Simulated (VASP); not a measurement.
A run of VASP 6.6.1 is set up as follows.

Contents of INCAR:

```
PREC     = Accurate       # precision mode
ENCUT    = 520            # plane-wave cutoff, eV
EDIFF    = 1E-8           # SCF threshold, eV
ISMEAR   = -1             # smearing method
SIGMA    = 0.05           # smearing width, eV
LREAL    = F              # projectors in reciprocal space
LASPH    = T              # aspherical terms in the spheres
NELM     = 150            # most SCF steps
ALGO     = Normal         # electronic algorithm
ISIF     = 2              # what is computed and relaxed
LWAVE    = F              # write WAVECAR
LCHARG   = F              # write CHGCAR
ISPIN    = 2              # spin polarisation
MAGMOM   = 2 2            # initial moments
LORBIT   = 11             # projections on sites
LMAXMIX  = 4              # l up to which the mixer works
GGA      = PE             # functional
LEFG     = T            
NBANDS   = 20             # bands
```

KPOINTS

```
regular mesh
0
Gamma
  19 19 10
```

The input POSCAR:

```
Co
1.0
    2.5190008694      0.0000000000      0.0000000000
   -1.2595004347      2.1815187451      0.0000000000
    0.0000000000      0.0000000000      4.0910000000
Co
2
Direct
    0.3333333333      0.6666666667      0.2500000000
    0.6666666667      0.3333333333      0.7500000000
```

Potentials or basis: VASP PAW PBE potentials, release 64 (Co).

Run with:

```bash
$ cat potpaw_PBE.64/Co/POTCAR > POTCAR
$ mpirun -np 1 vasp_std > vasp.out
```

Task: What does it give for the site moments?

Result: Co +1.66 μB.

Task: What does it give for the net moment?

Result: 3.27 μB per cell.

Task: What does it give for the pressure?

Result: -7.2 GPa.

Electric field gradients, principal values (V/Å²):
| atom | least | middle | greatest (by size) |
| --- | --- | --- | --- |
| 1 Co | 0.907 | 0.907 | -1.814 |
| 2 Co | 0.907 | 0.907 | -1.814 |

Caveat: without QUAD_EFG the Cq values of the log hold for a quadrupole moment of 1 mb, not for the nuclei.
